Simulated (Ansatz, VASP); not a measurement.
One calculation of Si2Ni, two programs

File INCAR:

```
PREC = Accurate
ENCUT = 600
EDIFF = 1E-7
ISMEAR = 0
SIGMA = 0.1
LREAL = F
LASPH = T
NELM = 120
ALGO = Normal
ISIF = 3
LWAVE = F
LCHARG = F
GGA = PS
IBRION = 2
NSW = 100
EDIFFG = -0.002
GGA_COMPAT = F
NELMIN = 4
```

Contents of KPOINTS:

```
regular mesh
0
Gamma
  14 14 14
```

POSCAR

```
Si2Ni
1.0
    0.0000000000      2.7030000000      2.7030000000
    2.7030000000      0.0000000000      2.7030000000
    2.7030000000      2.7030000000      0.0000000000
Si Ni
2 1
Direct
    0.2500000000      0.2500000000      0.2500000000
    0.7500000000      0.7500000000      0.7500000000
    0.0000000000      0.0000000000      0.0000000000
```

Input for Ansatz:

```yaml
crystal:
  lattice:
    - [0.0, 2.703, 2.703]
    - [2.703, 0.0, 2.703]
    - [2.703, 2.703, 0.0]
  atoms:
    - { symbol: Si, position: [0.25, 0.25, 0.25] }
    - { symbol: Si, position: [0.75, 0.75, 0.75] }
    - { symbol: Ni, position: [0.0, 0.0, 0.0] }
basis:
  ecutwfc: 420
kpoints:
  mp_grid: { grid: [14, 14, 14] }
hamiltonian:
  xc: pbesol
  pseudopotentials: { kind: paw }
scf:
  occupations: { method: gaussian, width: 0.1 }
output:
  forces: true
  stress: true
  eigenvalues: true
  write_density: true
  write_potential: true
  elf: true
  volumetric_format: npy
relax:
  adjacent_minimum: "off"
  f_tol: 0.002
  max_steps: 80
  cell: { stress_tol: 0.02 }
```

Alike in both runs: task relaxation of cell and atoms; functional PBEsol; k mesh 14 × 14 × 14; occupations gaussian, width 0.1 eV; no spin polarisation.

```csv
,VASP,Ansatz
version,VASP 6.6.1,Ansatz 0.2.0
potentials or method,"VASP PAW PBE potentials, release 64 (Si, Ni), cutoff 600 eV","scalar-relativistic, plane waves, PAW"
valence electrons in the cell,18,26
```

|  | VASP | Ansatz | Ansatz less VASP |
| --- | --- | --- | --- |
| gap on the k mesh at the Fermi level, each at its own relaxed structure (eV) | none | none | - |
| relaxed volume (Å³/atom) | 13.07 | 13.06 | -0.009 |
| relaxed cell length with the largest relative difference (Å) | 3.813 | 3.812 | -0.0009 |

VASP's potentials were made for PBE, not for PBEsol. A gap of «none» marks a metal or a gap that the smearing closes. VASP's potentials hold 18 valence electrons a cell and Ansatz's 26, so a difference there can come from the potentials and not from the codes.
